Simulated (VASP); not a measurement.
# Sc (Im-3m) in VASP: further runs

Sc is run at these levels: PBE; tasks: single point.

Everything below comes from runs of VASP 6.6.1. Logs are shortened: lines on timing, memory, paths and dates and some standing lists are left out, and cuts for length are marked.

**1. The cell of the first run**

Symmetry: Im-3m, No. 229, cubic system. Conventional cell: a = 3.727 Å, b = 3.727 Å, c = 3.727 Å, α = 90.00°, β = 90.00°, γ = 90.00°. Sc (site symmetry m-3m) has 14 Sc at 3.23 to 3.73 Å within 4.2 Å.

This isn't the form of Sc at room conditions, which is hcp.

**2. Single point, PBE**

File INCAR:

```
SYSTEM = Sc
ALGO = Normal
EDIFF = 1E-7
ENCUT = 520
GGA = PE
ISIF = 2
ISMEAR = -1
LASPH = .True.
LCHARG = .False.
LREAL = .False.
LWAVE = .False.
NBANDS = 12
NELM = 60
PREC = Accurate
SIGMA = 0.06122561905347299
```

File KPOINTS:

```
k-points
0
Gamma
  21 21 21
  0 0 0
```

File POSCAR:

```
Sc
1.0
   -1.8633711169      1.8633711169      1.8633711169
    1.8633711169     -1.8633711169      1.8633711169
    1.8633711169      1.8633711169     -1.8633711169
Sc
1
Direct
    0.0000000000      0.0000000000      0.0000000000
```

Potentials or basis: VASP PAW PBE potentials, release 64 (Sc_sv).

Run with:

```console
> cat potpaw_PBE.64/Sc_sv/POTCAR > POTCAR
> mpirun -np 1 vasp_std > vasp.out
```

OUTCAR:

```text
SYSTEM = Sc
   EDIFF = 1E-7
   ENCUT = 520
   GGA = PE
   ISIF = 2
   ISMEAR = -1
   LASPH = .True.
   LREAL = .False.
   NELM = 60
   PREC = Accurate

 ion  position               nearest neighbor table
   1  0.000  0.000  0.000-

  LATTYP: Found a body centered cubic cell.
 ALAT       =     3.7267422338

  Lattice vectors:

 A1 = (  -1.8633711169,   1.8633711169,   1.8633711169)
 A2 = (   1.8633711169,  -1.8633711169,   1.8633711169)
 A3 = (   1.8633711169,   1.8633711169,  -1.8633711169)

Analysis of symmetry for initial positions (statically):
=====================================================================
 Subroutine PRICEL returns:
 Original cell was already a primitive cell.

 Routine SETGRP: Setting up the symmetry group for a
 body centered cubic supercell.

 Subroutine GETGRP returns: Found 48 space group operations
 (whereof 48 operations were pure point group operations)
 out of a pool of 48 trial point group operations.

The static configuration has the point symmetry O_h .

Analysis of symmetry for dynamics (positions and initial velocities):
=====================================================================
 Subroutine PRICEL returns:
 Original cell was already a primitive cell.

 Routine SETGRP: Setting up the symmetry group for a
 body centered cubic supercell.

 Subroutine GETGRP returns: Found 48 space group operations
 (whereof 48 operations were pure point group operations)
 out of a pool of 48 trial point group operations.

The dynamic configuration has the point symmetry O_h .

 Subroutine INISYM returns: Found 48 space group operations
 (whereof 48 operations are pure point group operations),
 and found     1 'primitive' translations

----------------------------------------------------------------------------------------

                                     Primitive cell

  volume of cell :      25.8796

  direct lattice vectors                    reciprocal lattice vectors
    -1.863371117  1.863371117  1.863371117     0.000000000  0.268330874  0.268330874
     1.863371117 -1.863371117  1.863371117     0.268330874  0.000000000  0.268330874
     1.863371117  1.863371117 -1.863371117     0.268330874  0.268330874  0.000000000

  length of vectors
     3.227453448  3.227453448  3.227453448     0.379477161  0.379477161  0.379477161

  position of ions in fractional coordinates (direct lattice)
     0.000000000  0.000000000  0.000000000

  ion indices of the primitive-cell ions
   primitive index   ion index
                 1           1

----------------------------------------------------------------------------------------

 KPOINTS: k-points

Automatic generation of k-mesh.
 Grid dimensions read from file:
 generate k-points for:   21   21   21

 Generating k-lattice:

  Cartesian coordinates                     Fractional coordinates (reciprocal lattice)
     0.000000000  0.012777661  0.012777661     0.047619048  0.000000000  0.000000000
     0.012777661  0.000000000  0.012777661     0.000000000  0.047619048  0.000000000
     0.012777661  0.012777661  0.000000000     0.000000000  0.000000000  0.047619048

  Length of vectors
     0.018070341  0.018070341  0.018070341

  Shift w.r.t. Gamma in fractional coordinates (k-lattice)
     0.000000000  0.000000000  0.000000000

 Subroutine IBZKPT returns following result:
 ===========================================

 Found    286 irreducible k-points:

 Following reciprocal coordinates:
            Coordinates               Weight
  0.000000  0.000000  0.000000      1.000000
  0.047619  0.000000  0.000000     12.000000
  0.095238  0.000000  0.000000     12.000000
  0.142857  0.000000  0.000000     12.000000
  0.190476  0.000000  0.000000     12.000000
  0.238095  0.000000  0.000000     12.000000
[... 16 lines left out ...]
  0.142857  0.095238 -0.000000     48.000000
  0.190476  0.095238  0.000000     48.000000
 [... further k-points ...]
   k-points           NKPTS =    286   k-points in BZ     NKDIM =    286   number of bands    NBANDS=     12
   number of dos      NEDOS =    301   number of ions     NIONS =      1
   total plane-waves  NPLWV =  13824
   dimension x,y,z NGX =    24 NGY =   24 NGZ =   24
   dimension x,y,z NGXF=    48 NGYF=   48 NGZF=   48
   ions per type =               1
   NGX,Y,Z   is equivalent  to a cutoff of  12.36, 12.36, 12.36 a.u.
   NGXF,Y,Z  is equivalent  to a cutoff of  24.72, 24.72, 24.72 a.u.
 SYSTEM =  Sc
   PREC   = accura    normal or accurate (medium, high low for compatibility)
   ISTART =      0    job   : 0-new  1-cont  2-samecut
   ICHARG =      2    charge: 1-file 2-atom 10-const
   ISPIN  =      1    spin polarized calculation?
   LNONCOLLINEAR =      F non collinear calculations
   LSORBIT =      F    spin-orbit coupling
   LASPH  =      T    aspherical Exc in radial PAW
   ENCUT  =  520.0 eV  38.22 Ry    6.18 a.u.   6.00  6.00  6.00*2*pi/ulx,y,z
   NELM   =     60;   NELMIN=  2; NELMDL= -5     # of ELM steps
   EDIFF  = 0.1E-06   stopping-criterion for ELM
   LREAL  =      F    real-space projection
   EDIFFG = 0.1E-05   stopping-criterion for IOM
   NSW    =      0    number of steps for IOM
   IBRION =     -1    ionic relax: 0-MD 1-quasi-New 2-CG
   NFREE  =      0    steps in history (QN), initial steepest desc. (CG)
   ISIF   =      2    stress and relaxation
   ISYM   =      2    0-nonsym 1-usesym 2-fastsym
   POTIM  = 0.5000    time-step for ionic-motion
   TEBEG  =    0.0;   TEEND  =   0.0 temperature during run
   PSTRESS=    0.0 pullay stress
   NELECT =      11.0000    total number of electrons
   NUPDOWN=      -1.0000    fix difference up-down
   EMIN   =  10.00;   EMAX   =-10.00  energy-range for DOS
   EFERMI =   0.00;   METHOD = LEGACY
   ISMEAR =    -1;   SIGMA  =   0.06  broadening in eV -4-tet -1-fermi 0-gaus
   EFERMI_NEDOS =   21; number of points for ismear=-14 and -15
   IALGO  =     38    algorithm
   IMIX   =      4    mixing-type and parameters
     AMIX     =   0.40;   BMIX     =  1.00
     AMIX_MAG =   1.60;   BMIX_MAG =  1.00
  volume/ion in A,a.u.               =      25.88       174.64
  Fermi-wavevector in a.u.,A,eV,Ry     =   1.230891  2.326047 20.614097  1.515093
  Thomas-Fermi vector in A             =   2.365722
   LORBIT       =      0    0 simple, 1 ext, 2 COOP (PROOUT), +10 PAW based schemes
   GGA     = PE    functional components
   LHFCALC =     F    Hartree Fock is set to
   AEXX    =    0.0000 exact exchange contribution
   IVDW    =     0    specifies the selected vdW correction
   LEPSILON=     F    determine dielectric tensor
   LRPA    =     F    only Hartree local field effects (RPA)
 non-spin polarized calculation
  energy-cutoff  :      520.00
  volume of cell :       25.88
 maximum number of plane-waves:       715
   NGX = 13   NGY = 13   NGZ = 13

 number of electron      10.9999996 magnetization

 Free energy of the ion-electron system (eV)
  ---------------------------------------------------
  ext. energy  EPLUGINS =         0.00000000
  ---------------------------------------------------
  free energy    TOTEN  =        -6.15500565 eV

  energy without entropy =       -6.12202455  energy(sigma->0) =       -6.13851510

 E-fermi :   3.5036     XC(G=0):  -9.6901

 val. band max:        3.5035042274   @ k =  -0.3810   0.3810   0.1905
 cond. band min:       3.5040219650   @ k =   0.3333   0.2381   0.0476
 fundamental gap:      0.0005177375
 Fermi energy:         3.5036217992

 k-point     1 :       0.0000    0.0000    0.0000
  band No.  band energies     occupation
      1     -46.2138      2.00000
      2     -24.6465      2.00000
      3     -24.6465      2.00000
      4     -24.6465      2.00000
      5      -1.6300      2.00000
      6       4.8898      0.00000
      7       4.8898      0.00000
      8       4.8898      0.00000
      9       6.2126      0.00000
     10       6.2126      0.00000
     11      17.3006      0.00000
     12      17.3006      0.00000

 k-point     2 :       0.0476    0.0000    0.0000
  band No.  band energies     occupation
      1     -46.2127      2.00000
      2     -24.6541      2.00000
      3     -24.6489      2.00000
      4     -24.6465      2.00000
      5      -1.5716      2.00000
      6       4.8613      0.00000
      7       4.8800      0.00000
      8       4.9318      0.00000
      9       6.1785      0.00000
     10       6.2142      0.00000
     11      17.1873      0.00000
     12      17.2945      0.00000

 k-point     3 :       0.0952    0.0000    0.0000
  band No.  band energies     occupation
      1     -46.2094      2.00000
      2     -24.6762      2.00000
      3     -24.6560      2.00000
      4     -24.6466      2.00000
      5      -1.3987      2.00000
      6       4.7797      0.00000
      7       4.8414      0.00000
      8       5.0565      0.00000
      9       6.0947      0.00000
     10       6.2197      0.00000
     11      16.8265      0.00000
     12      17.2127      0.00000
[... 286 lines left out ...]
 k-point    23 :       0.1429    0.0952   -0.0000
  band No.  band energies     occupation
      1     -46.1950      2.00000
      2     -24.7696      2.00000
      3     -24.6797      2.00000
      4     -24.6559      2.00000
      5      -0.5800      2.00000
      6       4.4703      0.00000
      7       4.4907      0.00000
      8       5.6710      0.00000
      9       5.8827      0.00000
     10       6.3170      0.00000
     11      15.3112      0.00000
     12      15.9105      0.00000

 k-point    24 :       0.1905    0.0952    0.0000
  band No.  band energies     occupation
      1     -46.1879      2.00000
      2     -24.8131      2.00000
      3     -24.6967      2.00000
      4     -24.6568      2.00000
      5      -0.1284      2.00000
      6       4.2753      0.00001
      7       4.3233      0.00000
      8       5.8842      0.00000
      9       6.0057      0.00000
     10       6.3619      0.00000
     11      14.2932      0.00000
     12      15.3599      0.00000

 [... further k-points ...]
[... 5 lines left out ...]
  --------------------------------------------------------------------------------------
  -------------------------------------------------------------------------------------
  Total       -0.3106679     -0.3106679     -0.3106679     -0.0000000     -0.0000000      0.0000000
  in kB      -19.2330841    -19.2330841    -19.2330841     -0.0000000     -0.0000000      0.0000000
  external PRESSURE =     -19.2330841 kB  Pullay stress =       0.0000000 kB

 VOLUME and BASIS-vectors are now :
 -----------------------------------------------------------------------------
  energy-cutoff  :      520.00
  volume of cell :       25.88
      direct lattice vectors                 reciprocal lattice vectors
    -1.863371117  1.863371117  1.863371117     0.000000000  0.268330874  0.268330874
     1.863371117 -1.863371117  1.863371117     0.268330874  0.000000000  0.268330874
     1.863371117  1.863371117 -1.863371117     0.268330874  0.268330874  0.000000000

 POSITION                                       TOTAL-FORCE (eV/Angst)
 -----------------------------------------------------------------------------------
      0.00000      0.00000      0.00000        -0.000000      0.000000     -0.000000
 -----------------------------------------------------------------------------------
    total drift:                               -0.000000     -0.000000      0.000000

  FREE ENERGIE OF THE ION-ELECTRON SYSTEM (eV)
  ---------------------------------------------------
  free  energy   TOTEN  =        -6.1550056500 eV

  energy  without entropy=       -6.1220245474  energy(sigma->0) =       -6.13851510
```

Wall time 80 s (1 thread of Oxide Virtual Turin-like, shared host); peak memory 0.17 GiB.

Results:

- Free energy: -6.1550 eV
- Pressure: -1.9 GPa
- Band gap on the k mesh: zero (an odd number of electrons rules out a gap without spin polarisation)

**3. Single point, PBE**

File INCAR:

```
PREC = Accurate
ENCUT = 520
EDIFF = 1E-6
ISMEAR = -1
SIGMA = 0.06122561905347299
LREAL = F
LASPH = T
NELM = 60
ALGO = Normal
ISIF = 2
LWAVE = F
LCHARG = F
GGA = PE
NBANDS = 12
```

File KPOINTS:

```
regular mesh
0
Gamma
  21 21 21
```

POSCAR is that of step 2.

Potentials or basis: VASP PAW PBE potentials, release 64 (Sc_sv).

Run with:

```console
> cat potpaw_PBE.64/Sc_sv/POTCAR > POTCAR
> mpirun -np 1 vasp_std > vasp.out
```

OUTCAR:

```text
PREC = Accurate
   ENCUT = 520
   EDIFF = 1E-6
   ISMEAR = -1
   LREAL = F
   LASPH = T
   NELM = 60
   ISIF = 2
   GGA = PE

 ion  position               nearest neighbor table
   1  0.000  0.000  0.000-

  LATTYP: Found a body centered cubic cell.
 ALAT       =     3.7267422338

  Lattice vectors:

 A1 = (  -1.8633711169,   1.8633711169,   1.8633711169)
 A2 = (   1.8633711169,  -1.8633711169,   1.8633711169)
 A3 = (   1.8633711169,   1.8633711169,  -1.8633711169)

Analysis of symmetry for initial positions (statically):
=====================================================================
 Subroutine PRICEL returns:
 Original cell was already a primitive cell.

 Routine SETGRP: Setting up the symmetry group for a
 body centered cubic supercell.

 Subroutine GETGRP returns: Found 48 space group operations
 (whereof 48 operations were pure point group operations)
 out of a pool of 48 trial point group operations.

The static configuration has the point symmetry O_h .

Analysis of symmetry for dynamics (positions and initial velocities):
=====================================================================
 Subroutine PRICEL returns:
[... 159 lines left out ...]
 Fermi energy:         3.5036611440

 k-point     1 :       0.0000    0.0000    0.0000
  band No.  band energies     occupation
      1     -46.2137      2.00000
      2     -24.6464      2.00000
      3     -24.6464      2.00000
      4     -24.6464      2.00000
      5      -1.6300      2.00000
      6       4.8898      0.00000
      7       4.8898      0.00000
      8       4.8898      0.00000
      9       6.2127      0.00000
     10       6.2127      0.00000
     11      17.3006      0.00000
     12      17.3006      0.00000
[... 331 lines left out ...]
 k-point    24 :       0.1905    0.0952    0.0000
  band No.  band energies     occupation
      1     -46.1878      2.00000
      2     -24.8130      2.00000
      3     -24.6965      2.00000
      4     -24.6567      2.00000
      5      -0.1284      2.00000
      6       4.2753      0.00001
      7       4.3234      0.00000
      8       5.8843      0.00000
      9       6.0058      0.00000
     10       6.3620      0.00000
     11      14.2932      0.00000
     12      15.3599      0.00000

 [... further k-points ...]
[... 5 lines left out ...]
  --------------------------------------------------------------------------------------
  -------------------------------------------------------------------------------------
  Total       -0.3115136     -0.3115136     -0.3115136      0.0000000      0.0000000      0.0000000
  in kB      -19.2854360    -19.2854360    -19.2854360      0.0000000      0.0000000      0.0000000
  external PRESSURE =     -19.2854360 kB  Pullay stress =       0.0000000 kB

 VOLUME and BASIS-vectors are now :
 -----------------------------------------------------------------------------
  energy-cutoff  :      520.00
  volume of cell :       25.88
      direct lattice vectors                 reciprocal lattice vectors
    -1.863371117  1.863371117  1.863371117     0.000000000  0.268330874  0.268330874
     1.863371117 -1.863371117  1.863371117     0.268330874  0.000000000  0.268330874
     1.863371117  1.863371117 -1.863371117     0.268330874  0.268330874  0.000000000

 POSITION                                       TOTAL-FORCE (eV/Angst)
 -----------------------------------------------------------------------------------
      0.00000      0.00000      0.00000         0.000000      0.000000      0.000000
 -----------------------------------------------------------------------------------
    total drift:                               -0.000000     -0.000000     -0.000000

  FREE ENERGIE OF THE ION-ELECTRON SYSTEM (eV)
  ---------------------------------------------------
  free  energy   TOTEN  =        -6.1550056243 eV

  energy  without entropy=       -6.1220249749  energy(sigma->0) =       -6.13851530
```

Wall time 1.8 min (1 thread of Oxide Virtual Turin-like, shared host); peak memory 0.16 GiB.

What came out:

```
Free energy            : -6.1550 eV
Pressure               : -1.9 GPa
Band gap on the k mesh : zero (an odd number of electrons rules out a gap without spin polarisation)
```

**4. Single point, PBE**

This run uses another cell than the first one, of 26.38 Å³/atom.

File INCAR:

```
SYSTEM = Sc
ALGO     = Normal         ! electronic algorithm
EDIFF    = 1E-6           ! SCF threshold, eV
ENCUT    = 520            ! plane-wave cutoff, eV
GGA      = PE             ! functional
ISIF     = 2              ! what is computed and relaxed
ISMEAR   = -1             ! smearing method
LASPH    = .TRUE.         ! aspherical terms in the spheres
LCHARG   = .FALSE.        ! write CHGCAR
LREAL    = .FALSE.        ! projectors in reciprocal space
LWAVE    = .FALSE.        ! write WAVECAR
NBANDS   = 12             ! bands
NELM     = 80             ! most SCF steps
PREC     = Accurate       ! precision mode
SIGMA    = 0.06122561905347299 ! smearing width, eV
```

File KPOINTS:

```
k-points
0
G
  21 21 21
  0 0 0
```

File POSCAR:

```
Sc
1.0
   -1.8752400427      1.8752400427      1.8752400427
    1.8752400427     -1.8752400427      1.8752400427
    1.8752400427      1.8752400427     -1.8752400427
Sc
1
Direct
    0.0000000000      0.0000000000      0.0000000000
```

Run with:

```console
> cat potpaw_PBE.64/Sc_sv/POTCAR > POTCAR
> mpirun -np 1 vasp_std > vasp.out
```

It took 86 s on 1 thread of Oxide Virtual Turin-like, shared host; peak memory 0.16 GiB.

Results (log left out):

```
Free energy            : -6.1479 eV
Pressure               : -2.8 GPa
Band gap on the k mesh : zero (an odd number of electrons rules out a gap without spin polarisation)
```

Levels at points of the mesh, in eV from the Fermi level:
| k point | band 2 | band 3 | band 4 | band 5 | band 6 | band 7 | band 8 | band 9 |
| --- | --- | --- | --- | --- | --- | --- | --- | --- |
| (0.00, 0.00, 0.00) | -28.21 | -28.21 | -28.21 | -5.09 | 1.36 | 1.36 | 1.36 | 2.65 |

**5. Single point, PBE**

This run uses another cell than the first one, of 26.38 Å³/atom.

File INCAR:

```
  PREC = Accurate
  ENCUT = 520
  EDIFF = 1E-7
  ISMEAR = -1
  SIGMA = 0.06122561905347299
  LREAL = False
  LASPH = True
  NELM = 100
  ALGO = Normal
  ISIF = 2
  LWAVE = False
  LCHARG = False
  GGA = PE
  NBANDS = 12
```

File KPOINTS:

```
regular mesh
0
Gamma
  21 21 21
```

POSCAR is that of step 4.

Run with:

```console
> cat potpaw_PBE.64/Sc_sv/POTCAR > POTCAR
> mpirun -np 1 vasp_std > vasp.out
```

It took 81 s on 1 thread of Oxide Virtual Turin-like, shared host; peak memory 0.17 GiB.

Results (log left out):

```
Free energy            : -6.1479 eV
Pressure               : -2.8 GPa
Band gap on the k mesh : zero (an odd number of electrons rules out a gap without spin polarisation)
```

Levels at points of the mesh, in eV from the Fermi level:
| k point | band 2 | band 3 | band 4 | band 5 | band 6 | band 7 | band 8 | band 9 |
| --- | --- | --- | --- | --- | --- | --- | --- | --- |
| (0.00, 0.00, 0.00) | -28.21 | -28.21 | -28.21 | -5.09 | 1.36 | 1.36 | 1.36 | 2.65 |
